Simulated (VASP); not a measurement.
# C (Fd-3m) in VASP: further runs

Runs on C. Level: PBEsol. Tasks: single point.

Program: VASP 6.6.1. These are calculated values, not measurements. Logs are shortened: lines on timing, memory, paths and dates and some standing lists are left out, and cuts for length are marked.

## Step 1: The cell of the first run

Symmetry: Fd-3m, No. 227, cubic system. Conventional cell: a = 3.494 Å, b = 3.494 Å, c = 3.494 Å, α = 90.00°, β = 90.00°, γ = 90.00°. C (site symmetry -43m) has 4 C at 1.51 Å within 2.0 Å.

## Step 2: Single point, PBEsol

File INCAR:

```
SYSTEM = C
PREC = Accurate ; ENCUT = 520
EDIFF = 1E-7 ; ISMEAR = -1
SIGMA = 0.05 ; LREAL = .False.
LASPH = .True. ; NELM = 60
ALGO = Normal ; ISIF = 2
LWAVE = .False. ; LCHARG = .False.
GGA = PS ; NBANDS = 11
```

File KPOINTS:

```
Automatic mesh
0
Gamma
  13 13 13
  0 0 0
```

File POSCAR:

```
C
1.0
    0.0000000000      1.7469644787      1.7469644787
    1.7469644787      0.0000000000      1.7469644787
    1.7469644787      1.7469644787      0.0000000000
C
2
Direct
    0.7500000000      0.7500000000      0.7500000000
    0.5000000000      0.5000000000      0.5000000000
```

Potentials or basis: VASP PAW PBE potentials, release 64 (C).

Command:

```sh
$ cat potpaw_PBE.64/C/POTCAR > POTCAR
$ mpirun -np 1 vasp_std > vasp.out
```

OUTCAR:

```text
SYSTEM = C
   PREC = Accurate
   ENCUT = 520
   EDIFF = 1E-7
   ISMEAR = -1
   LREAL = .False.
   LASPH = .True.
   NELM = 60
   ISIF = 2
   GGA = PS

 ion  position               nearest neighbor table
   1  0.750  0.750  0.750-   2 1.51   2 1.51   2 1.51   2 1.51
   2  0.500  0.500  0.500-   1 1.51   1 1.51   1 1.51   1 1.51

  LATTYP: Found a face centered cubic cell.
 ALAT       =     3.4939289574

  Lattice vectors:

 A1 = (   0.0000000000,   1.7469644787,   1.7469644787)
 A2 = (   1.7469644787,   0.0000000000,   1.7469644787)
 A3 = (   1.7469644787,   1.7469644787,   0.0000000000)

Analysis of symmetry for initial positions (statically):
=====================================================================
 Subroutine PRICEL returns:
 Original cell was already a primitive cell.

 Routine SETGRP: Setting up the symmetry group for a
 face centered cubic supercell.

 Subroutine GETGRP returns: Found 48 space group operations
 (whereof 24 operations were pure point group operations)
 out of a pool of 48 trial point group operations.

The static configuration has the point symmetry T_d .
 The point group associated with its full space group is O_h .

Analysis of symmetry for dynamics (positions and initial velocities):
=====================================================================
 Subroutine PRICEL returns:
 Original cell was already a primitive cell.

 Routine SETGRP: Setting up the symmetry group for a
 face centered cubic supercell.

 Subroutine GETGRP returns: Found 48 space group operations
 (whereof 24 operations were pure point group operations)
 out of a pool of 48 trial point group operations.

The dynamic configuration has the point symmetry T_d .
 The point group associated with its full space group is O_h .

 Subroutine INISYM returns: Found 48 space group operations
 (whereof 24 operations are pure point group operations),
 and found     1 'primitive' translations

----------------------------------------------------------------------------------------

                                     Primitive cell

  volume of cell :      10.6631

  direct lattice vectors                    reciprocal lattice vectors
     0.000000000  1.746964479  1.746964479    -0.286210742  0.286210742  0.286210742
     1.746964479  0.000000000  1.746964479     0.286210742 -0.286210742  0.286210742
     1.746964479  1.746964479  0.000000000     0.286210742  0.286210742 -0.286210742

  length of vectors
     2.470580859  2.470580859  2.470580859     0.495731547  0.495731547  0.495731547

  position of ions in fractional coordinates (direct lattice)
     0.750000000  0.750000000  0.750000000
[... 83 lines left out ...]
   NFREE  =      0    steps in history (QN), initial steepest desc. (CG)
   ISIF   =      2    stress and relaxation
   ISYM   =      2    0-nonsym 1-usesym 2-fastsym
   POTIM  = 0.5000    time-step for ionic-motion
   TEBEG  =    0.0;   TEEND  =   0.0 temperature during run
   PSTRESS=    0.0 pullay stress
   NELECT =       8.0000    total number of electrons
   NUPDOWN=      -1.0000    fix difference up-down
   EMIN   =  10.00;   EMAX   =-10.00  energy-range for DOS
   EFERMI =   0.00;   METHOD = LEGACY
   ISMEAR =    -1;   SIGMA  =   0.05  broadening in eV -4-tet -1-fermi 0-gaus
   EFERMI_NEDOS =   21; number of points for ismear=-14 and -15
   IALGO  =     38    algorithm
   IMIX   =      4    mixing-type and parameters
     AMIX     =   0.40;   BMIX     =  1.00
     AMIX_MAG =   1.60;   BMIX_MAG =  1.00
  volume/ion in A,a.u.               =       5.33        35.98
  Fermi-wavevector in a.u.,A,eV,Ry     =   1.487570  2.811100 30.107851  2.212865
  Thomas-Fermi vector in A             =   2.600714
   LORBIT       =      0    0 simple, 1 ext, 2 COOP (PROOUT), +10 PAW based schemes
   GGA     = PS    functional components
   LHFCALC =     F    Hartree Fock is set to
   AEXX    =    0.0000 exact exchange contribution
   IVDW    =     0    specifies the selected vdW correction
   LEPSILON=     F    determine dielectric tensor
   LRPA    =     F    only Hartree local field effects (RPA)
 non-spin polarized calculation
  energy-cutoff  :      520.00
  volume of cell :       10.66
 maximum number of plane-waves:       299
   NGX =  9   NGY =  9   NGZ =  9

 number of electron       8.0000001 magnetization

 Free energy of the ion-electron system (eV)
  ---------------------------------------------------
  ext. energy  EPLUGINS =         0.00000000
  ---------------------------------------------------
  free energy    TOTEN  =       -19.20252139 eV

  energy without entropy =      -19.20252139  energy(sigma->0) =      -19.20252139

 E-fermi :  11.6375     XC(G=0): -13.7405

 val. band max:       10.6248995218   @ k =   0.0000   0.0000   0.0000
 cond. band min:      14.7746990478   @ k =   0.3846   0.3846   0.0000
 fundamental gap:      4.1497995259
 Fermi energy:        11.6375381479

 k-point     1 :       0.0000    0.0000    0.0000
  band No.  band energies     occupation
      1     -11.7466      2.00000
      2      10.6249      2.00000
      3      10.6249      2.00000
      4      10.6249      2.00000
      5      16.3352      0.00000
      6      16.3352      0.00000
      7      16.3352      0.00000
      8      25.4312      0.00000
      9      30.4016      0.00000
     10      37.7907      0.00000
     11      37.7907      0.00000
[... 309 lines left out ...]
 k-point    24 :       0.4615    0.1538    0.0000
  band No.  band energies     occupation
      1      -6.4643      2.00000
      2      -1.1804      2.00000
      3       5.9742      2.00000
      4       6.4579      2.00000
      5      17.8328      0.00000
      6      21.5800      0.00000
      7      22.2816      0.00000
      8      25.0141      0.00000
      9      31.7773      0.00000
     10      34.9658      0.00000
     11      38.4474      0.00000

 [... further k-points ...]
[... 5 lines left out ...]
  --------------------------------------------------------------------------------------
  -------------------------------------------------------------------------------------
  Total        1.7665719      1.7665719      1.7665719     -0.0000000     -0.0000000      0.0000000
  in kB      265.4359074    265.4359074    265.4359074     -0.0000000     -0.0000000      0.0000000
  external PRESSURE =     265.4359074 kB  Pullay stress =       0.0000000 kB

 VOLUME and BASIS-vectors are now :
 -----------------------------------------------------------------------------
  energy-cutoff  :      520.00
  volume of cell :       10.66
      direct lattice vectors                 reciprocal lattice vectors
     0.000000000  1.746964479  1.746964479    -0.286210742  0.286210742  0.286210742
     1.746964479  0.000000000  1.746964479     0.286210742 -0.286210742  0.286210742
     1.746964479  1.746964479  0.000000000     0.286210742  0.286210742 -0.286210742

 POSITION                                       TOTAL-FORCE (eV/Angst)
 -----------------------------------------------------------------------------------
      2.62045      2.62045      2.62045         0.000000     -0.000000     -0.000000
      1.74696      1.74696      1.74696        -0.000000      0.000000      0.000000
 -----------------------------------------------------------------------------------
    total drift:                                0.000000     -0.000000      0.000000

  FREE ENERGIE OF THE ION-ELECTRON SYSTEM (eV)
  ---------------------------------------------------
  free  energy   TOTEN  =       -19.2025213936 eV

  energy  without entropy=      -19.2025213936  energy(sigma->0) =      -19.20252139
```

OSZICAR:

```text
N       E                     dE             d eps       ncg     rms          rms(c)
DAV:   1    -0.154695717868E+00   -0.15470E+00   -0.48350E+03  1952   0.701E+02
DAV:   2    -0.196316166069E+02   -0.19477E+02   -0.18794E+02  2412   0.130E+02
DAV:   3    -0.199936859988E+02   -0.36207E+00   -0.36111E+00  2172   0.132E+01
DAV:   4    -0.199942243506E+02   -0.53835E-03   -0.53834E-03  1970   0.626E-01
DAV:   5    -0.199942248647E+02   -0.51410E-06   -0.51387E-06  2169   0.186E-02    0.606E+00
DAV:   6    -0.194055507828E+02    0.58867E+00   -0.30493E-01  1887   0.387E+00    0.358E+00
DAV:   7    -0.192018302974E+02    0.20372E+00   -0.36144E-01  2004   0.425E+00    0.786E-01
DAV:   8    -0.192024969175E+02   -0.66662E-03   -0.83525E-03  1962   0.733E-01    0.300E-02
DAV:   9    -0.192025135142E+02   -0.16597E-04   -0.13357E-05  2221   0.335E-02    0.224E-02
DAV:  10    -0.192025215290E+02   -0.80148E-05   -0.31197E-06  1989   0.157E-02    0.446E-03
DAV:  11    -0.192025213973E+02    0.13167E-06   -0.89221E-08  2247   0.259E-03    0.362E-04
DAV:  12    -0.192025213936E+02    0.37069E-08   -0.23642E-09   972   0.480E-04
   1 F= -.19202521E+02 E0= -.19202521E+02  d E =-.479494E-11
```

stdout:

```text
POSCAR found type information on POSCAR C
 POSCAR found :  1 types and       2 ions
 scaLAPACK will be used
 -----------------------------------------------------------------------------
|                                                                             |
|                                                                             |
|     You enforced a specific xc type in the INCAR file but a different       |
|     I HOPE YOU KNOW WHAT YOU ARE DOING!                                     |
|                                                                             |
 -----------------------------------------------------------------------------

 LDA part: xc-table for (Slater+PW92), standard interpolation
 POSCAR, INCAR and KPOINTS ok, starting setup
 FFT: planning ... GRIDC
 FFT: planning ... GRID_SOFT
 FFT: planning ... GRID
 WAVECAR not read
 entering main loop
```

Run time: 7.5 s. Hardware: 1 thread of AMD EPYC 7R43 (Zen 3), shared host; peak memory 0.08 GiB.

Results:

```
Free energy            : -19.2025 eV
Pressure               : 26.5 GPa
Band gap on the k mesh : 4.15 eV, indirect (least direct gap 5.71 eV)
```

Caveat: the PAW data sets were made with another functional, which shifts forces and pressure a little.

## Step 3: Single point, PBEsol

This run uses another cell than the first one, of 5.44 Å³/atom, 1.021 times its volume.

File INCAR:

```
PREC = Accurate
ENCUT = 520
EDIFF = 1E-6
ISMEAR = -1
SIGMA = 0.05
LREAL = F
LASPH = T
NELM = 60
ALGO = Normal
ISIF = 2
LWAVE = F
LCHARG = F
GGA = PS
NBANDS = 11
```

File KPOINTS:

```
Automatic mesh
0
Gamma
  13 13 13
```

File POSCAR:

```
C
1.0
    0.0000000000      1.7592674508      1.7592674508
    1.7592674508      0.0000000000      1.7592674508
    1.7592674508      1.7592674508      0.0000000000
C
2
Direct
    0.7500000000      0.7500000000      0.7500000000
    0.5000000000      0.5000000000      0.5000000000
```

Potentials or basis: VASP PAW PBE potentials, release 64 (C).

Command:

```sh
$ cat potpaw_PBE.64/C/POTCAR > POTCAR
$ mpirun -np 1 vasp_std > vasp.out
```

Wall time 8.5 s (1 thread of AMD EPYC 7R43 (Zen 3), shared host); peak memory 0.08 GiB.

Results (log left out):

```
Free energy            : -19.2325 eV
Pressure               : 15.5 GPa
Band gap on the k mesh : 4.10 eV, indirect (least direct gap 5.65 eV)
```

Levels at points of the mesh, in eV from the valence-band top:
| k point | band 2 | band 3 | band 4 | band 5 | band 6 | band 7 |
| --- | --- | --- | --- | --- | --- | --- |
| (0.00, 0.00, 0.00) | 0.00 | 0.00 | 0.00 | 5.65 | 5.65 | 5.65 |

Caveat: the PAW data sets were made with another functional, which shifts forces and pressure a little. A k mesh can miss the band edges.

## Step 4: Single point, PBEsol

This run uses another cell than the first one, of 5.67 Å³/atom, 1.064 times its volume.

File INCAR:

```
PREC     = Accurate       # precision mode
ENCUT    = 520            # plane-wave cutoff, eV
EDIFF    = 1E-6           # SCF threshold, eV
ISMEAR   = -1             # smearing method
SIGMA    = 0.05           # smearing width, eV
LREAL    = False          # projectors in reciprocal space
LASPH    = True           # aspherical terms in the spheres
NELM     = 100            # most SCF steps
ALGO     = Normal         # electronic algorithm
ISIF     = 2              # what is computed and relaxed
LWAVE    = False          # write WAVECAR
LCHARG   = False          # write CHGCAR
GGA      = PS             # functional
NBANDS   = 11             # bands
```

KPOINTS is that of step 3.

File POSCAR:

```
C
1.0
    0.0000000000      1.7833700000      1.7833700000
    1.7833700000      0.0000000000      1.7833700000
    1.7833700000      1.7833700000      0.0000000000
C
2
Direct
    0.7500000000      0.7500000000      0.7500000000
    0.5000000000      0.5000000000      0.5000000000
```

Potentials or basis: VASP PAW PBE potentials, release 64 (C).

Command:

```sh
$ cat potpaw_PBE.64/C/POTCAR > POTCAR
$ mpirun -np 1 vasp_std > vasp.out
```

OUTCAR:

```text
PREC = Accurate
   ENCUT = 520
   EDIFF = 1E-6
   ISMEAR = -1
   LREAL = False
   LASPH = True
   NELM = 100
   ISIF = 2
   GGA = PS

 ion  position               nearest neighbor table
   1  0.750  0.750  0.750-   2 1.54   2 1.54   2 1.54   2 1.54
   2  0.500  0.500  0.500-   1 1.54   1 1.54   1 1.54   1 1.54

  LATTYP: Found a face centered cubic cell.
 ALAT       =     3.5667400000

  Lattice vectors:

 A1 = (   0.0000000000,   1.7833700000,   1.7833700000)
 A2 = (   1.7833700000,   0.0000000000,   1.7833700000)
 A3 = (   1.7833700000,   1.7833700000,   0.0000000000)
[... 513 lines left out ...]
      7      20.5831      0.00000
      8      23.4947      0.00000
      9      30.0866      0.00000
     10      32.8644      0.00000
     11      36.6133      0.00000

 [... further k-points ...]
[... 5 lines left out ...]
  --------------------------------------------------------------------------------------
  -------------------------------------------------------------------------------------
  Total       -0.2659864     -0.2659864     -0.2659864     -0.0000000      0.0000000      0.0000000
  in kB      -37.5677908    -37.5677908    -37.5677908     -0.0000000      0.0000000      0.0000000
  external PRESSURE =     -37.5677908 kB  Pullay stress =       0.0000000 kB

 VOLUME and BASIS-vectors are now :
 -----------------------------------------------------------------------------
  energy-cutoff  :      520.00
  volume of cell :       11.34
      direct lattice vectors                 reciprocal lattice vectors
     0.000000000  1.783370000  1.783370000    -0.280368067  0.280368067  0.280368067
     1.783370000  0.000000000  1.783370000     0.280368067 -0.280368067  0.280368067
     1.783370000  1.783370000  0.000000000     0.280368067  0.280368067 -0.280368067

 POSITION                                       TOTAL-FORCE (eV/Angst)
 -----------------------------------------------------------------------------------
      2.67505      2.67505      2.67505         0.000000      0.000000      0.000000
      1.78337      1.78337      1.78337        -0.000000     -0.000000     -0.000000
 -----------------------------------------------------------------------------------
    total drift:                                0.000000     -0.000000      0.000000

  FREE ENERGIE OF THE ION-ELECTRON SYSTEM (eV)
  ---------------------------------------------------
  free  energy   TOTEN  =       -19.2488544139 eV

  energy  without entropy=      -19.2488544139  energy(sigma->0) =      -19.24885441
```

stdout:

```text
POSCAR found type information on POSCAR C
 POSCAR found :  1 types and       2 ions
 scaLAPACK will be used
 -----------------------------------------------------------------------------
|                                                                             |
|                                                                             |
|     You enforced a specific xc type in the INCAR file but a different       |
|     I HOPE YOU KNOW WHAT YOU ARE DOING!                                     |
|                                                                             |
 -----------------------------------------------------------------------------

 LDA part: xc-table for (Slater+PW92), standard interpolation
 POSCAR, INCAR and KPOINTS ok, starting setup
 FFT: planning ... GRIDC
 FFT: planning ... GRID_SOFT
 FFT: planning ... GRID
 WAVECAR not read
 entering main loop
```

Run time: 8.9 s. Hardware: 1 thread of AMD EPYC 7R43 (Zen 3), shared host; peak memory 0.08 GiB.

What came out:

* Free energy: -19.2489 eV
* Pressure: -3.8 GPa
* Band gap on the k mesh: 4.01 eV, indirect (least direct gap 5.54 eV)

Caveat: the PAW data sets were made with another functional, which shifts forces and pressure a little. As with any semilocal functional, this PBEsol gap is likely too small.

[end of part 1 of 2]
